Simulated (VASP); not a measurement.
# ZnSe (Stilleite) (F-43m) in VASP: further runs

Runs on ZnSe (Stilleite). Level: PBEsol. Tasks: relaxation of cell and atoms.

Everything below comes from runs of VASP 6.6.1. Logs are shortened: lines on timing, memory, paths and dates and some standing lists are left out, and cuts for length are marked.

**1. The cell of the first run**

The structure is cubic, space group F-43m (No. 216). The conventional cell has a = 5.668 Å, b = 5.668 Å, c = 5.668 Å, α = 90.00°, β = 90.00°, γ = 90.00°. Within 3.2 Å of Zn (site symmetry -43m) lie 4 Se at 2.45 Å. Within 3.2 Å of Se (site symmetry -43m) lie 4 Zn at 2.45 Å.

**2. Relaxation of cell and atoms, PBEsol**

File INCAR:

```
SYSTEM = ZnSe
ALGO     = Normal         ! electronic algorithm
EDIFF    = 1E-6           ! SCF threshold, eV
EDIFFG   = -0.01          ! ionic threshold
ENCUT    = 600            ! plane-wave cutoff, eV
GGA      = PS             ! functional
IBRION   = 2              ! ionic algorithm
ISIF     = 3              ! what is computed and relaxed
ISMEAR   = -1             ! smearing method
LASPH    = .TRUE.         ! aspherical terms in the spheres
LCHARG   = .FALSE.        ! write CHGCAR
LREAL    = .FALSE.        ! projectors in reciprocal space
LWAVE    = .FALSE.        ! write WAVECAR
NELM     = 80             ! most SCF steps
NSW      = 100            ! ionic steps
PREC     = Accurate       ! precision mode
SIGMA    = 0.01           ! smearing width, eV
```

File KPOINTS:

```
k-points
0
G
  6 6 6
  0 0 0
```

File POSCAR:

```
ZnSe
1.0
    0.0000000000      2.8338000000      2.8338000000
    2.8338000000      0.0000000000      2.8338000000
    2.8338000000      2.8338000000      0.0000000000
Zn Se
1 1
Direct
    0.0000000000      0.0000000000      0.0000000000
    0.2500000000      0.2500000000      0.2500000000
```

Potentials or basis: VASP PAW PBE potentials, release 64 (Zn, Se).

Launch:

```sh
$ cat potpaw_PBE.64/Zn/POTCAR potpaw_PBE.64/Se/POTCAR > POTCAR
$ mpirun -np 1 vasp_std > vasp.out
```

OUTCAR:

```text
SYSTEM = ZnSe
   EDIFF = 1E-6
   EDIFFG = -0.01
   ENCUT = 600
   GGA = PS
   IBRION = 2
   ISIF = 3
   ISMEAR = -1
   LASPH = .TRUE.
   LREAL = .FALSE.
   NELM = 80
   NSW = 100
   PREC = Accurate

 ion  position               nearest neighbor table
   1  0.000  0.000  0.000-   2 2.45   2 2.45   2 2.45   2 2.45
   2  0.250  0.250  0.250-   1 2.45   1 2.45   1 2.45   1 2.45

  LATTYP: Found a face centered cubic cell.
 ALAT       =     5.6676000000

  Lattice vectors:

 A1 = (   0.0000000000,   2.8338000000,   2.8338000000)
 A2 = (   2.8338000000,   0.0000000000,   2.8338000000)
 A3 = (   2.8338000000,   2.8338000000,   0.0000000000)

Analysis of symmetry for initial positions (statically):
=====================================================================
 Subroutine PRICEL returns:
 Original cell was already a primitive cell.

 Routine SETGRP: Setting up the symmetry group for a
 face centered cubic supercell.

 Subroutine GETGRP returns: Found 24 space group operations
 (whereof 24 operations were pure point group operations)
 out of a pool of 48 trial point group operations.

The static configuration has the point symmetry T_d .

Analysis of symmetry for dynamics (positions and initial velocities):
=====================================================================
 Subroutine PRICEL returns:
 Original cell was already a primitive cell.

 Routine SETGRP: Setting up the symmetry group for a
 face centered cubic supercell.

 Subroutine GETGRP returns: Found 24 space group operations
 (whereof 24 operations were pure point group operations)
 out of a pool of 48 trial point group operations.

The dynamic configuration has the point symmetry T_d .

 Subroutine INISYM returns: Found 24 space group operations
 (whereof 24 operations are pure point group operations),
 and found     1 'primitive' translations

----------------------------------------------------------------------------------------

                                     Primitive cell

  volume of cell :      45.5132

  direct lattice vectors                    reciprocal lattice vectors
     0.000000000  2.833800000  2.833800000    -0.176441527  0.176441527  0.176441527
     2.833800000  0.000000000  2.833800000     0.176441527 -0.176441527  0.176441527
     2.833800000  2.833800000  0.000000000     0.176441527  0.176441527 -0.176441527

  length of vectors
     4.007598393  4.007598393  4.007598393     0.305605690  0.305605690  0.305605690

  position of ions in fractional coordinates (direct lattice)
     0.000000000  0.000000000  0.000000000
     0.250000000  0.250000000  0.250000000

  ion indices of the primitive-cell ions
   primitive index   ion index
                 1           1
                 2           2

----------------------------------------------------------------------------------------

 KPOINTS: k-points

Automatic generation of k-mesh.
 Grid dimensions read from file:
 generate k-points for:    6    6    6

 Generating k-lattice:

  Cartesian coordinates                     Fractional coordinates (reciprocal lattice)
    -0.029406921  0.029406921  0.029406921     0.166666667  0.000000000  0.000000000
     0.029406921 -0.029406921  0.029406921     0.000000000  0.166666667  0.000000000
     0.029406921  0.029406921 -0.029406921     0.000000000  0.000000000  0.166666667

  Length of vectors
     0.050934282  0.050934282  0.050934282

  Shift w.r.t. Gamma in fractional coordinates (k-lattice)
     0.000000000  0.000000000  0.000000000

 Subroutine IBZKPT returns following result:
 ===========================================

 Found     16 irreducible k-points:

 Following reciprocal coordinates:
            Coordinates               Weight
  0.000000  0.000000  0.000000      1.000000
  0.166667  0.000000  0.000000      8.000000
  0.333333  0.000000  0.000000      8.000000
  0.500000  0.000000  0.000000      4.000000
  0.166667  0.166667  0.000000      6.000000
  0.333333  0.166667  0.000000     24.000000
[... 8 lines left out ...]
 -0.333333  0.333333  0.166667     24.000000
 -0.333333  0.500000  0.166667     12.000000
   k-points           NKPTS =     16   k-points in BZ     NKDIM =     16   number of bands    NBANDS=     13
   number of dos      NEDOS =    301   number of ions     NIONS =      2
   total plane-waves  NPLWV =  32768
   dimension x,y,z NGX =    32 NGY =   32 NGZ =   32
   dimension x,y,z NGXF=    64 NGYF=   64 NGZF=   64
   ions per type =               1   1
   NGX,Y,Z   is equivalent  to a cutoff of  13.27, 13.27, 13.27 a.u.
   NGXF,Y,Z  is equivalent  to a cutoff of  26.55, 26.55, 26.55 a.u.
 SYSTEM =  ZnSe
   PREC   = accura    normal or accurate (medium, high low for compatibility)
   ISTART =      0    job   : 0-new  1-cont  2-samecut
   ICHARG =      2    charge: 1-file 2-atom 10-const
   ISPIN  =      1    spin polarized calculation?
   LNONCOLLINEAR =      F non collinear calculations
   LSORBIT =      F    spin-orbit coupling
   LASPH  =      T    aspherical Exc in radial PAW
   ENCUT  =  600.0 eV  44.10 Ry    6.64 a.u.   8.00  8.00  8.00*2*pi/ulx,y,z
   NELM   =     80;   NELMIN=  2; NELMDL= -5     # of ELM steps
   EDIFF  = 0.1E-05   stopping-criterion for ELM
   LREAL  =      F    real-space projection
   EDIFFG = -.1E-01   stopping-criterion for IOM
   NSW    =    100    number of steps for IOM
   IBRION =      2    ionic relax: 0-MD 1-quasi-New 2-CG
   NFREE  =      1    steps in history (QN), initial steepest desc. (CG)
   ISIF   =      3    stress and relaxation
   ISYM   =      2    0-nonsym 1-usesym 2-fastsym
   POTIM  = 0.5000    time-step for ionic-motion
   TEBEG  =    0.0;   TEEND  =   0.0 temperature during run
   PSTRESS=    0.0 pullay stress
   NELECT =      18.0000    total number of electrons
   NUPDOWN=      -1.0000    fix difference up-down
   EMIN   =  10.00;   EMAX   =-10.00  energy-range for DOS
   EFERMI =   0.00;   METHOD = LEGACY
   ISMEAR =    -1;   SIGMA  =   0.01  broadening in eV -4-tet -1-fermi 0-gaus
   EFERMI_NEDOS =   21; number of points for ismear=-14 and -15
   IALGO  =     38    algorithm
   IMIX   =      4    mixing-type and parameters
     AMIX     =   0.40;   BMIX     =  1.00
     AMIX_MAG =   1.60;   BMIX_MAG =  1.00
  volume/ion in A,a.u.               =      22.76       153.57
  Fermi-wavevector in a.u.,A,eV,Ry     =   1.201673  2.270834 19.647073  1.444019
  Thomas-Fermi vector in A             =   2.337476
   LORBIT       =      0    0 simple, 1 ext, 2 COOP (PROOUT), +10 PAW based schemes
   GGA     = PS    functional components
   LHFCALC =     F    Hartree Fock is set to
   AEXX    =    0.0000 exact exchange contribution
   IVDW    =     0    specifies the selected vdW correction
   LEPSILON=     F    determine dielectric tensor
   LRPA    =     F    only Hartree local field effects (RPA)
 conjugate gradient relaxation of ions
 non-spin polarized calculation
  energy-cutoff  :      600.00
  volume of cell :       45.51
 maximum number of plane-waves:      1536
   NGX = 17   NGY = 17   NGZ = 17

--------------------------------------- Ionic step        1  -------------------------------------------

 number of electron      17.9999991 magnetization

 Free energy of the ion-electron system (eV)
  ---------------------------------------------------
  ext. energy  EPLUGINS =         0.00000000
  ---------------------------------------------------
  free energy    TOTEN  =        -6.76565234 eV

  energy without entropy =       -6.76565234  energy(sigma->0) =       -6.76565234

------------------------ aborting loop because EDIFF is reached ----------------------------------------

  FORCE on cell =-STRESS in cart. coord.  units (eV):
  Direction    XX          YY          ZZ          XY          YZ          ZX
  --------------------------------------------------------------------------------------
  -------------------------------------------------------------------------------------
  Total       -0.2504149     -0.2504149     -0.2504149     -0.0000000      0.0000000     -0.0000000
  in kB       -8.8152185     -8.8152185     -8.8152185     -0.0000000      0.0000000     -0.0000000
  external PRESSURE =      -8.8152185 kB  Pullay stress =       0.0000000 kB

 VOLUME and BASIS-vectors are now :
 -----------------------------------------------------------------------------
  energy-cutoff  :      600.00
  volume of cell :       45.51
      direct lattice vectors                 reciprocal lattice vectors
     0.000000000  2.833800000  2.833800000    -0.176441527  0.176441527  0.176441527
     2.833800000  0.000000000  2.833800000     0.176441527 -0.176441527  0.176441527
     2.833800000  2.833800000  0.000000000     0.176441527  0.176441527 -0.176441527
[... 37 lines left out ...]
 POSITION                                       TOTAL-FORCE (eV/Angst)
 -----------------------------------------------------------------------------------
      2.81668      2.81668      5.63337        -0.000000      0.000000      0.000000
      1.40834      1.40834      1.40834         0.000000     -0.000000     -0.000000
 -----------------------------------------------------------------------------------
    total drift:                                0.000000      0.000000      0.000000

  FREE ENERGIE OF THE ION-ELECTRON SYSTEM (eV)
  ---------------------------------------------------
  free  energy   TOTEN  =        -6.7672521654 eV

  energy  without entropy=       -6.7672521654  energy(sigma->0) =       -6.76725217

--------------------------------------- Ionic step        3  -------------------------------------------

 number of electron      17.9999986 magnetization

 Free energy of the ion-electron system (eV)
  ---------------------------------------------------
  ext. energy  EPLUGINS =         0.00000000
  ---------------------------------------------------
  free energy    TOTEN  =        -6.76740954 eV

  energy without entropy =       -6.76740954  energy(sigma->0) =       -6.76740954

 E-fermi :   1.8230     XC(G=0):  -9.5864

 val. band max:        1.6086309731   @ k =   0.0000   0.0000   0.0000
 cond. band min:       2.8315357230   @ k =   0.0000   0.0000   0.0000
 fundamental gap:      1.2229047499
 Fermi energy:         1.8230070162

 k-point     1 :       0.0000    0.0000    0.0000
  band No.  band energies     occupation
      1     -11.7651      2.00000
      2      -5.0028      2.00000
      3      -5.0028      2.00000
      4      -5.0028      2.00000
      5      -4.6193      2.00000
      6      -4.6193      2.00000
      7       1.6086      2.00000
      8       1.6086      2.00000
      9       1.6086      2.00000
     10       2.8315      0.00000
     11       7.3330      0.00000
     12       7.3330      0.00000
     13       7.3330      0.00000

 k-point     2 :       0.1667    0.0000    0.0000
  band No.  band energies     occupation
      1     -11.5844      2.00000
      2      -4.9899      2.00000
      3      -4.9753      2.00000
      4      -4.9753      2.00000
      5      -4.6212      2.00000
      6      -4.6212      2.00000
      7      -0.3513      2.00000
      8       1.3463      2.00000
      9       1.3463      2.00000
     10       4.1147      0.00000
     11       7.4022      0.00000
[... 246 lines left out ...]
 POSITION                                       TOTAL-FORCE (eV/Angst)
 -----------------------------------------------------------------------------------
      0.00000      0.00000     -0.00000        -0.000000     -0.000000     -0.000000
      1.41052      1.41052      1.41052         0.000000      0.000000      0.000000
 -----------------------------------------------------------------------------------
    total drift:                                0.000001      0.000001      0.000000

  FREE ENERGIE OF THE ION-ELECTRON SYSTEM (eV)
  ---------------------------------------------------
  free  energy   TOTEN  =        -6.7674095440 eV

  energy  without entropy=       -6.7674095440  energy(sigma->0) =       -6.76740954

 reached required accuracy - stopping structural energy minimisation
```

Run time: 63 s. Hardware: 1 thread of AMD EPYC 7R13, shared host; peak memory 0.16 GiB.

Results:

| Property | Result |
| --- | --- |
| Free energy | -6.7674 eV |
| Relaxed volume | 22.45 Å³/atom |
| Relaxed cell | a = 3.990 Å, b = 3.990 Å, c = 3.990 Å, α = 60.00°, β = 60.00°, γ = 60.00° |
| Space group after relaxing (to 0.05 Å) | F-43m (No. 216) |
| Energy gained by relaxing | 0.9 meV/atom |
| Ionic steps | 3 |
| Pressure after relaxing | 0.0 GPa |
| Band gap on the k mesh | 1.22 eV, direct |

The path:
```tsv
step	energy change (eV)	largest force (eV/Å)	pressure (GPa)	volume (Å³)
1	0.0000	0.0000	-0.88	45.51
2	-0.0016	0.0000	0.44	44.69
3	-0.0018	0.0000	0.01	44.90
```

Final structure:
```yaml
crystal:
  lattice:
    - [0.00000, 2.82103, 2.82103]
    - [2.82103, 0.00000, 2.82103]
    - [2.82103, 2.82103, 0.00000]
  atoms:
    - { symbol: Zn, position: [0.00000, 0.00000, 0.00000] }
    - { symbol: Se, position: [0.25000, 0.25000, 0.25000] }
```

Caveat: the PAW data sets were made with another functional, which shifts forces and pressure a little. Expect the measured gap to be larger: semilocal functionals such as PBEsol lack the derivative discontinuity.

**3. Relaxation of cell and atoms, PBEsol, target pressure 2 GPa, at which the enthalpy is minimised**

File INCAR:

```
SYSTEM = ZnSe
PREC = Accurate
ENCUT = 600
EDIFF = 1E-6
ISMEAR = -1
SIGMA = 0.01
LREAL = .FALSE.
LASPH = .TRUE.
NELM = 80
ALGO = Normal
ISIF = 3
LWAVE = .FALSE.
LCHARG = .FALSE.
GGA = PS
IBRION = 2
NSW = 100
EDIFFG = -0.01
PSTRESS = 20.0
```

File KPOINTS:

```
regular mesh
0
G
  6 6 6
  0 0 0
```

POSCAR is that of step 2.

Potentials or basis: VASP PAW PBE potentials, release 64 (Zn, Se).

Launch:

```sh
$ cat potpaw_PBE.64/Zn/POTCAR potpaw_PBE.64/Se/POTCAR > POTCAR
$ mpirun -np 1 vasp_std > vasp.out
```

It took 68 s on 1 thread of AMD EPYC 7R13, shared host; peak memory 0.16 GiB.

Results (log left out):

- Free energy: -6.7596 eV
- Relaxed volume: 21.80 Å³/atom
- Relaxed cell: a = 3.951 Å, b = 3.951 Å, c = 3.951 Å, α = 60.00°, β = 60.00°, γ = 60.00°
- Space group after relaxing (to 0.05 Å): F-43m (No. 216)
- Energy change on relaxing (the enthalpy is what falls): +3.0 meV/atom
- Ionic steps: 3
- Pressure after relaxing: 2.0 GPa
- Band gap on the k mesh: 1.34 eV, direct

Step by step:
| step | energy change (eV) | largest force (eV/Å) | pressure (GPa) | volume (Å³) |
| --- | --- | --- | --- | --- |
| 1 | 0.0000 | 0.0000 | -0.88 | 45.51 |
| 2 | 0.0181 | 0.0000 | 3.26 | 42.87 |
| 3 | 0.0060 | 0.0000 | 2.01 | 43.60 |

Final structure:
```xyz
2
Lattice="0.0000 2.7935 2.7935 2.7935 0.0000 2.7935 2.7935 2.7935 0.0000" Properties=species:S:1:pos:R:3 pbc="T T T"
Zn    0.0000    0.0000    0.0000
Se    1.3968    1.3968    1.3968
```

Levels at points of the mesh, in eV from the valence-band top:
| k point | band 7 | band 8 | band 9 | band 10 | band 11 | band 12 |
| --- | --- | --- | --- | --- | --- | --- |
| (0.00, 0.00, 0.00) | 0.00 | 0.00 | 0.00 | 1.34 | 5.71 | 5.71 |
| (0.50, 0.00, 0.00) | -5.57 | -0.94 | -0.94 | 2.51 | 6.29 | 6.29 |
| (0.50, 0.50, 0.00) | -4.98 | -2.37 | -2.37 | 2.73 | 3.36 | 10.93 |

Caveat: the cell is relaxed towards a set pressure, so the enthalpy falls and the energy may rise; the PAW data sets were made with another functional, which shifts forces and pressure a little. Expect the measured gap to be larger: semilocal functionals such as PBEsol lack the derivative discontinuity.
